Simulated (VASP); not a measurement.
# GaN (P6_3mc) in VASP: further runs, part 2 of 2

VASP 6.6.1. The steps go on from the part before.

**3. Electric field gradients, r2SCAN**

File POSCAR:

```
GaN
1.0
    3.1800000000      0.0000000000      0.0000000000
   -1.5900000000      2.7539607840      0.0000000000
    0.0000000000      0.0000000000      5.1660000000
Ga N
2 2
Direct
    0.3333333333      0.6666666667      0.0039408788
    0.6666666667      0.3333333333      0.5039408788
    0.3333333333      0.6666666667      0.3810591212
    0.6666666667      0.3333333333      0.8810591212
```

File INCAR.step1:

```
PREC     = Accurate       # precision mode
ENCUT    = 520            # plane-wave cutoff, eV
ISMEAR   = -1             # smearing method
SIGMA    = 0.02           # smearing width, eV
LREAL    = F              # projectors in reciprocal space
LASPH    = T              # aspherical terms in the spheres
NELM     = 60             # most SCF steps
NBANDS   = 26             # bands
GGA      = PE             # functional
ALGO     = Normal         # electronic algorithm
EDIFF    = 1E-4           # SCF threshold, eV
LWAVE    = T              # write WAVECAR
LCHARG   = F              # write CHGCAR
```

File INCAR.step2:

```
PREC     = Accurate       # precision mode
ENCUT    = 520            # plane-wave cutoff, eV
EDIFF    = 1E-8           # SCF threshold, eV
ISMEAR   = -1             # smearing method
SIGMA    = 0.02           # smearing width, eV
LREAL    = F              # projectors in reciprocal space
LASPH    = T              # aspherical terms in the spheres
NELM     = 60             # most SCF steps
ALGO     = Normal         # electronic algorithm
ISIF     = 2              # what is computed and relaxed
LWAVE    = F              # write WAVECAR
LCHARG   = F              # write CHGCAR
METAGGA  = R2SCAN         # meta-GGA
LMIXTAU  = T            
LEFG     = T            
NBANDS   = 26             # bands
ISTART   = 1
```

File KPOINTS:

```
regular mesh
0
Gamma
  11 11 6
```

Potentials or basis: VASP PAW PBE potentials, release 64 (Ga_d, N).

On the command line:

```console
$ cat potpaw_PBE.64/Ga_d/POTCAR potpaw_PBE.64/N/POTCAR > POTCAR
$ cp INCAR.step1 INCAR
$ mpirun -np 1 vasp_std > vasp.out
$ cp INCAR.step2 INCAR
$ mpirun -np 1 vasp_std > vasp.out
```

OUTCAR:

```text
PREC = Accurate
   ENCUT = 520
   EDIFF = 1E-8
   ISMEAR = -1
   LREAL = F
   LASPH = T
   NELM = 60
   ISIF = 2
   METAGGA = R2SCAN
   ISTART = 1

 ion  position               nearest neighbor table
   1  0.333  0.667  0.004-   4 1.94   4 1.94   4 1.94   3 1.95
   2  0.667  0.333  0.504-   3 1.94   3 1.94   3 1.94   4 1.95
   3  0.333  0.667  0.381-   2 1.94   2 1.94   2 1.94   1 1.95
   4  0.667  0.333  0.881-   1 1.94   1 1.94   1 1.94   2 1.95

  LATTYP: Found a hexagonal cell.
 ALAT       =     3.1800000000
 C/A-ratio  =     1.6245283019

  Lattice vectors:

 A1 = (   3.1800000000,   0.0000000000,   0.0000000000)
 A2 = (  -1.5900000000,   2.7539607840,   0.0000000000)
 A3 = (   0.0000000000,   0.0000000000,   5.1660000000)

Analysis of symmetry for initial positions (statically):
=====================================================================
 Subroutine PRICEL returns:
 Original cell was already a primitive cell.
[... 902 lines left out ...]
     -0.00000      1.83597      0.02036        -0.000000      0.000000     -0.000288
      1.59000      0.91799      2.60336         0.000000     -0.000000     -0.000288
     -0.00000      1.83597      1.96855        -0.000000      0.000000      0.000288
      1.59000      0.91799      4.55155        -0.000000      0.000000      0.000288
 -----------------------------------------------------------------------------------
    total drift:                                0.000001      0.000003      0.002483

  FREE ENERGIE OF THE ION-ELECTRON SYSTEM (eV)
  ---------------------------------------------------
  free  energy   TOTEN  =       -43.8191444729 eV

  energy  without entropy=      -43.8191444729  energy(sigma->0) =      -43.81914447

 Electric field gradients (V/A^2)
---------------------------------------------------------------------
 ion       V_xx      V_yy      V_zz      V_xy      V_xz      V_yz
---------------------------------------------------------------------
   1      -2.208    -2.204     4.412     0.004     0.000    -0.000
   2      -2.208    -2.204     4.412     0.004    -0.000     0.000
   3      -0.199    -0.201     0.400    -0.001    -0.000     0.000
   4      -0.199    -0.201     0.400    -0.001     0.000    -0.000
---------------------------------------------------------------------

 Electric field gradients after diagonalization (V/A^2)
 (convention: |V_zz| > |V_xx| > |V_yy|)
----------------------------------------------------------------------
 ion       V_xx      V_yy      V_zz     asymmetry (V_yy - V_xx)/ V_zz
----------------------------------------------------------------------
   1      -2.211    -2.201     4.412       0.002
   2      -2.211    -2.201     4.412       0.002
   3      -0.201    -0.199     0.400       0.007
   4      -0.201    -0.199     0.400       0.007
----------------------------------------------------------------------

           NMR quadrupolar parameters

 Cq : quadrupolar parameter    Cq=e*Q*V_zz/h
 eta: asymmetry parameters     (V_yy - V_xx)/ V_zz
 Q  : nuclear electric quadrupole moment in mb (millibarn)
----------------------------------------------------------------------
 ion       Cq(MHz)       eta       Q (mb)
----------------------------------------------------------------------
   1       0.011       0.002       1.000
   2       0.011       0.002       1.000
   3       0.001       0.007       1.000
   4       0.001       0.007       1.000
----------------------------------------------------------------------
```

OUTCAR.step1:

```text
PREC = Accurate
   ENCUT = 520
   ISMEAR = -1
   LREAL = F
   LASPH = T
[... 926 lines left out ...]
     -0.00000      1.83597      0.02036         0.000000      0.000000      0.001104
      1.59000      0.91799      2.60336        -0.000000      0.000000      0.001104
     -0.00000      1.83597      1.96855        -0.000000      0.000000     -0.001104
      1.59000      0.91799      4.55155         0.000000      0.000000     -0.001104
 -----------------------------------------------------------------------------------
    total drift:                               -0.000001     -0.000002      0.001657

  FREE ENERGIE OF THE ION-ELECTRON SYSTEM (eV)
  ---------------------------------------------------
  free  energy   TOTEN  =       -24.2865491851 eV

  energy  without entropy=      -24.2865491851  energy(sigma->0) =      -24.28654919
```

Wall time 2.2 min (1 thread of Intel Xeon Platinum 8559C (Emerald Rapids), shared host); peak memory 0.21 GiB.

Results:

```
Free energy            : -43.8191 eV
Pressure               : 2.3 GPa
Band gap on the k mesh : 2.39 eV, direct
```

Levels at points of the mesh, in eV from the valence-band top:
```
           k point  band 15  band 16  band 17  band 18  band 19  band 20  band 21  band 22
(0.00, 0.00, 0.00)    -1.08    -0.02     0.00     0.00     2.39     4.83    10.02    10.60
(0.00, 0.00, 0.50)    -0.55    -0.55    -0.55    -0.55     4.80     4.80     9.22     9.22
```

Electric field gradients, principal values (V/Å²):
```tsv
atom	least	middle	greatest (by size)
1 Ga	-2.201	-2.211	4.412
2 Ga	-2.201	-2.211	4.412
3 N	-0.199	-0.201	0.400
4 N	-0.199	-0.201	0.400
```

Caveat: without QUAD_EFG the Cq values of the log hold for a quadrupole moment of 1 mb, not for the nuclei; the PAW data sets were made with another functional, which shifts forces and pressure a little. r2SCAN opens gaps a little over a GGA but as a rule still falls short of measured ones.

**4. Electric field gradients, LDA**

File INCAR:

```
SYSTEM = GaN
PREC = Accurate ; ENCUT = 910
EDIFF = 1E-8 ; ISMEAR = -1
SIGMA = 0.02 ; LREAL = .False.
LASPH = .True. ; NELM = 120
ALGO = Normal ; ISIF = 2
LWAVE = .False. ; LCHARG = .False.
LEFG = .True. ; NBANDS = 26
GGA_COMPAT = .False.
```

File KPOINTS:

```
regular mesh
0
Gamma
  11 11 6
  0 0 0
```

POSCAR is that of step 3.

Potentials or basis: VASP PAW LDA potentials, release 64 (Ga_d, N_h).

On the command line:

```console
$ cat potpaw_LDA.64/Ga_d/POTCAR potpaw_LDA.64/N_h/POTCAR > POTCAR
$ mpirun -np 1 vasp_std > vasp.out
```

OUTCAR:

```text
SYSTEM = GaN
   PREC = Accurate
   ENCUT = 910
   EDIFF = 1E-8
   ISMEAR = -1
   LREAL = .False.
   LASPH = .True.
   NELM = 120
   ISIF = 2

 ion  position               nearest neighbor table
   1  0.333  0.667  0.004-   4 1.94   4 1.94   4 1.94   3 1.95
   2  0.667  0.333  0.504-   3 1.94   3 1.94   3 1.94   4 1.95
   3  0.333  0.667  0.381-   2 1.94   2 1.94   2 1.94   1 1.95
   4  0.667  0.333  0.881-   1 1.94   1 1.94   1 1.94   2 1.95

  LATTYP: Found a hexagonal cell.
 ALAT       =     3.1800000000
 C/A-ratio  =     1.6245283019

  Lattice vectors:

 A1 = (   3.1800000000,   0.0000000000,   0.0000000000)
 A2 = (  -1.5900000000,   2.7539607840,   0.0000000000)
 A3 = (   0.0000000000,   0.0000000000,   5.1660000000)

Analysis of symmetry for initial positions (statically):
=====================================================================
 Subroutine PRICEL returns:
 Original cell was already a primitive cell.

 Routine SETGRP: Setting up the symmetry group for a
 hexagonal supercell.

 Subroutine GETGRP returns: Found 12 space group operations
 (whereof  6 operations were pure point group operations)
 out of a pool of 24 trial point group operations.

The static configuration has the point symmetry C_3v.
 The point group associated with its full space group is C_6v.

Analysis of symmetry for dynamics (positions and initial velocities):
=====================================================================
 Subroutine PRICEL returns:
 Original cell was already a primitive cell.

 Routine SETGRP: Setting up the symmetry group for a
 hexagonal supercell.

 Subroutine GETGRP returns: Found 12 space group operations
 (whereof  6 operations were pure point group operations)
 out of a pool of 24 trial point group operations.

The dynamic configuration has the point symmetry C_3v.
 The point group associated with its full space group is C_6v.

 Subroutine INISYM returns: Found 12 space group operations
 (whereof  6 operations are pure point group operations),
 and found     1 'primitive' translations

----------------------------------------------------------------------------------------

                                     Primitive cell

  volume of cell :      45.2417

  direct lattice vectors                    reciprocal lattice vectors
     3.180000000  0.000000000  0.000000000     0.314465409  0.181556688  0.000000000
    -1.590000000  2.753960784  0.000000000     0.000000000  0.363113377  0.000000000
     0.000000000  0.000000000  5.166000000     0.000000000  0.000000000  0.193573364

  length of vectors
     3.180000000  3.180000000  5.166000000     0.363113377  0.363113377  0.193573364

  position of ions in fractional coordinates (direct lattice)
     0.333333333  0.666666667  0.003940879
     0.666666667  0.333333333  0.503940879
     0.333333333  0.666666667  0.381059121
     0.666666667  0.333333333  0.881059121

  ion indices of the primitive-cell ions
   primitive index   ion index
                 1           1
[... 83 lines left out ...]
   POTIM  = 0.5000    time-step for ionic-motion
   TEBEG  =    0.0;   TEEND  =   0.0 temperature during run
   PSTRESS=    0.0 pullay stress
   NELECT =      36.0000    total number of electrons
   NUPDOWN=      -1.0000    fix difference up-down
   EMIN   =  10.00;   EMAX   =-10.00  energy-range for DOS
   EFERMI =   0.00;   METHOD = LEGACY
   ISMEAR =    -1;   SIGMA  =   0.02  broadening in eV -4-tet -1-fermi 0-gaus
   EFERMI_NEDOS =   21; number of points for ismear=-14 and -15
   IALGO  =     38    algorithm
   IMIX   =      4    mixing-type and parameters
     AMIX     =   0.40;   BMIX     =  1.00
     AMIX_MAG =   1.60;   BMIX_MAG =  1.00
  volume/ion in A,a.u.               =      11.31        76.33
  Fermi-wavevector in a.u.,A,eV,Ry     =   1.517036  2.866782 31.312427  2.301398
  Thomas-Fermi vector in A             =   2.626345
   LORBIT       =      0    0 simple, 1 ext, 2 COOP (PROOUT), +10 PAW based schemes
   GGA     = CA    functional components
   LHFCALC =     F    Hartree Fock is set to
   AEXX    =    0.0000 exact exchange contribution
   IVDW    =     0    specifies the selected vdW correction
   LEPSILON=     F    determine dielectric tensor
   LRPA    =     F    only Hartree local field effects (RPA)
 non-spin polarized calculation
  energy-cutoff  :      910.00
  volume of cell :       45.24
 maximum number of plane-waves:      2840
 NGX is ok and might be reduce to    32
   NGX = 15   NGY = 15   NGZ = 25

 number of electron      36.0000003 magnetization

 Free energy of the ion-electron system (eV)
  ---------------------------------------------------
  ext. energy  EPLUGINS =         0.00000000
  ---------------------------------------------------
  free energy    TOTEN  =       -27.90706625 eV

  energy without entropy =      -27.90706625  energy(sigma->0) =      -27.90706625

 E-fermi :   5.8615     XC(G=0): -12.1887

 val. band max:        5.4834827874   @ k =   0.0000   0.0000   0.0000
 cond. band min:       7.4876653476   @ k =   0.0000   0.0000   0.0000
 fundamental gap:      2.0041825602
 Fermi energy:         5.8614755616

 k-point     1 :       0.0000    0.0000    0.0000
  band No.  band energies     occupation
      1     -10.4449      2.00000
      2      -9.5448      2.00000
      3      -8.0697      2.00000
      4      -8.0546      2.00000
      5      -8.0546      2.00000
      6      -7.9918      2.00000
[... 685 lines left out ...]
     25      16.4252      0.00000
     26      17.8815      0.00000

 [... further k-points ...]
[... 5 lines left out ...]
  --------------------------------------------------------------------------------------
  -------------------------------------------------------------------------------------
  Total       -1.1146494     -1.1146494     -0.8342649      0.0000000      0.0000000      0.0000000
  in kB      -39.4738589    -39.4738589    -29.5444062      0.0000000      0.0000000      0.0000000
  external PRESSURE =     -36.1640413 kB  Pullay stress =       0.0000000 kB

 VOLUME and BASIS-vectors are now :
 -----------------------------------------------------------------------------
  energy-cutoff  :      910.00
  volume of cell :       45.24
      direct lattice vectors                 reciprocal lattice vectors
     3.180000000  0.000000000  0.000000000     0.314465409  0.181556688  0.000000000
    -1.590000000  2.753960784  0.000000000     0.000000000  0.363113377  0.000000000
     0.000000000  0.000000000  5.166000000     0.000000000  0.000000000  0.193573364

 POSITION                                       TOTAL-FORCE (eV/Angst)
 -----------------------------------------------------------------------------------
     -0.00000      1.83597      0.02036        -0.000000      0.000000      0.004863
      1.59000      0.91799      2.60336         0.000000     -0.000000      0.004863
     -0.00000      1.83597      1.96855         0.000000     -0.000000     -0.004863
      1.59000      0.91799      4.55155        -0.000000      0.000000     -0.004863
 -----------------------------------------------------------------------------------
    total drift:                               -0.000000     -0.000000      0.000396

  FREE ENERGIE OF THE ION-ELECTRON SYSTEM (eV)
  ---------------------------------------------------
  free  energy   TOTEN  =       -27.9070662489 eV

  energy  without entropy=      -27.9070662489  energy(sigma->0) =      -27.90706625

 Electric field gradients (V/A^2)
---------------------------------------------------------------------
 ion       V_xx      V_yy      V_zz      V_xy      V_xz      V_yz
---------------------------------------------------------------------
   1      -1.994    -1.996     3.990    -0.001     0.000    -0.000
   2      -1.994    -1.996     3.990    -0.001    -0.000     0.000
   3      -0.120    -0.120     0.240    -0.000     0.000    -0.000
   4      -0.120    -0.120     0.240    -0.000    -0.000     0.000
---------------------------------------------------------------------

 Electric field gradients after diagonalization (V/A^2)
 (convention: |V_zz| > |V_xx| > |V_yy|)
----------------------------------------------------------------------
 ion       V_xx      V_yy      V_zz     asymmetry (V_yy - V_xx)/ V_zz
----------------------------------------------------------------------
   1      -1.996    -1.994     3.990       0.001
   2      -1.996    -1.994     3.990       0.001
   3      -0.120    -0.120     0.240       0.000
   4      -0.120    -0.120     0.240       0.000
----------------------------------------------------------------------

           NMR quadrupolar parameters

 Cq : quadrupolar parameter    Cq=e*Q*V_zz/h
 eta: asymmetry parameters     (V_yy - V_xx)/ V_zz
 Q  : nuclear electric quadrupole moment in mb (millibarn)
----------------------------------------------------------------------
 ion       Cq(MHz)       eta       Q (mb)
----------------------------------------------------------------------
   1       0.010       0.001       1.000
   2       0.010       0.001       1.000
   3       0.001       0.000       1.000
   4       0.001       0.000       1.000
----------------------------------------------------------------------
```

OSZICAR:

```text
N       E                     dE             d eps       ncg     rms          rms(c)
DAV:   1     0.354351057057E+03    0.35435E+03   -0.24471E+04  3616   0.363E+03
DAV:   2     0.298544794399E+02   -0.32450E+03   -0.30711E+03  3456   0.645E+02
DAV:   3    -0.280514599553E+02   -0.57906E+02   -0.56207E+02  4096   0.182E+02
DAV:   4    -0.318318197444E+02   -0.37804E+01   -0.37346E+01  4024   0.452E+01
DAV:   5    -0.319313770307E+02   -0.99557E-01   -0.99278E-01  4210   0.668E+00    0.106E+01
DAV:   6    -0.279363606540E+02    0.39950E+01   -0.98191E+00  5636   0.495E+01    0.273E+00
DAV:   7    -0.279642399590E+02   -0.27879E-01   -0.12733E+00  3554   0.826E+00    0.195E+00
DAV:   8    -0.279247648219E+02    0.39475E-01   -0.22536E-01  5498   0.477E+00    0.935E-01
DAV:   9    -0.279065021232E+02    0.18263E-01   -0.68253E-02  5422   0.411E+00    0.899E-02
DAV:  10    -0.279071051113E+02   -0.60299E-03   -0.67142E-03  4036   0.798E-01    0.594E-02
DAV:  11    -0.279070686034E+02    0.36508E-04   -0.35283E-04  4574   0.300E-01    0.198E-02
DAV:  12    -0.279070705272E+02   -0.19237E-05   -0.40297E-05  3716   0.497E-02    0.178E-02
DAV:  13    -0.279070673963E+02    0.31308E-05   -0.17246E-05  4692   0.422E-02    0.554E-03
DAV:  14    -0.279070668988E+02    0.49756E-06   -0.36309E-06  5452   0.353E-02    0.505E-03
DAV:  15    -0.279070665798E+02    0.31893E-06   -0.85407E-07  5580   0.197E-02    0.427E-03
DAV:  16    -0.279070663484E+02    0.23144E-06   -0.39700E-07  4816   0.603E-03    0.232E-03
DAV:  17    -0.279070662553E+02    0.93071E-07   -0.25424E-07  4788   0.494E-03    0.394E-04
DAV:  18    -0.279070662489E+02    0.64028E-08   -0.23705E-08  2894   0.120E-03
   1 F= -.27907066E+02 E0= -.27907066E+02  d E =-.175917E-10
```

Run time: 3.6 min. Hardware: 1 thread of Intel Xeon Platinum 8259CL at 2.50GHz (Skylake/Cascade Lake), shared host; peak memory 0.28 GiB.

What came out:

```yaml
Free_energy: -27.9071 eV
Pressure: -3.6 GPa
Largest_force: 0.005 eV/Å
Band_gap_on_the_k_mesh: 2.00 eV, direct
```

Forces in eV/Å, atoms in the order of the input:
```
Ga   0.000  0.000  0.005
Ga   0.000  0.000  0.005
N    0.000  0.000 -0.005
N    0.000  0.000 -0.005
```

Levels at points of the mesh, in eV from the valence-band top:
```tsv
k point	band 16	band 17	band 18	band 19	band 20	band 21
(0.00, 0.00, 0.00)	-0.03	0.00	0.00	2.00	4.20	9.12
(0.00, 0.00, 0.50)	-0.55	-0.55	-0.55	4.25	4.25	8.37
```

Electric field gradients, principal values (V/Å²):
```
atom   least  middle  greatest (by size)
1 Ga  -1.994  -1.996               3.990
2 Ga  -1.994  -1.996               3.990
 3 N  -0.120  -0.120               0.240
 4 N  -0.120  -0.120               0.240
```

Caveat: the cutoff is under 1.25 times the usual one of these potentials, so pressure, stress and relaxed cells hold a basis-set (Pulay) error; without QUAD_EFG the Cq values of the log hold for a quadrupole moment of 1 mb, not for the nuclei.

**5. Overview**

| level | potentials or basis | cutoff (eV) | second run | gap on the mesh (eV) | pressure (GPa) |
| --- | --- | --- | --- | --- | --- |
| PBEsol | VASP PAW PBE potentials, release 64 (Ga_d, N) | 520 | - | 1.94 | 0.8 |
| r2SCAN | VASP PAW PBE potentials, release 64 (Ga_d, N) | 520 | - | 2.39 | 2.3 |
| LDA | VASP PAW LDA potentials, release 64 (Ga_d, N_h) | 910 | hard_potentials | 2.00 | -3.6 |

Alike in all rows: task electric field gradients; no spin polarisation; cell as given; k mesh 11 × 11 × 6; smearing fermi-dirac 0.02 eV.

Caveats: the PAW data sets were made with another functional, which shifts forces and pressure a little (some runs); the cutoff is under 1.25 times the usual one of these potentials, so pressure, stress and relaxed cells hold a basis-set (Pulay) error (some runs).

Absolute energies hang on the potentials; compare differences alone.
